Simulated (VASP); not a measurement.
The system is SiGe2C2.

```xyz
5
Lattice="3.8944 0.0000 0.0000 0.0000 3.8944 0.0000 0.0000 0.0000 3.9560" Properties=species:S:1:pos:R:3 pbc="T T T"
Si    1.9472    1.9472    1.9780
Ge    0.0000    1.9472    1.9780
Ge    1.9472    0.0000    1.9780
C     0.0000    0.0000    0.0000
C     1.9472    1.9472    0.0000
```

The cell was built from a structure type or drawn by symmetry, and may not be a known phase.

```yaml
Program: VASP 6.6.1
Task: relaxation of cell and atoms
Functional: PBE
Potentials_or_basis: VASP PAW PBE potentials, release 64 (Si, Ge_d, C)
Cutoff: 600 eV
k_mesh: 4 × 4 × 4
Occupations: gaussian, width 0.1 eV
Spin: no spin polarisation
```

At the start: pressure 61.8 GPa; volume 12.00 Å³/atom.

**Question.** How do energy, volume and symmetry change on relaxing?

**Answer.** Over 11 steps the energy falls by 1377.3 meV/atom and the volume is 16.47 Å³/atom (+37.2 %); space group P4/mmm (No. 123, to 0.1 Å) before and after.

The path:
```
step  energy change (eV)  largest force (eV/Å)  pressure (GPa)  volume (Å³)
   1              0.0000                0.0000           61.79        60.00
   2             -5.7541                0.0000          -12.13       105.23
   3             -6.3054                0.0000           -5.21        85.94
   4             -6.3161                0.0000           -6.31        87.78
   5             -6.8437                0.0000            0.18        81.20
   6             -6.8624                0.0000            2.09        80.05
   7             -6.8624                0.0000            2.28        79.89
   8             -6.8822                0.0000            1.01        81.68
   9             -6.8825                0.0000            1.15        81.50
  10             -6.8848                0.0000           -0.66        82.89
  11             -6.8865                0.0000            0.01        82.33
```

Final structure:
```
Si Ge C
1.0
     4.89043    0.00000    0.00000
     0.00000    4.89043    0.00000
     0.00000    0.00000    3.44257
Si Ge C
1 2 2
Direct
  0.50000 0.50000 0.50000
  0.00000 0.50000 0.50000
  0.50000 0.00000 0.50000
  0.00000 0.00000 0.00000
  0.50000 0.50000 0.00000
```

Caveat: the k points lie up to 0.46 Å⁻¹ apart in the final cell, too coarse for converged energies and pressures of a metal; the volume moved by over 15 % at a fixed basis, so the end points are rough.
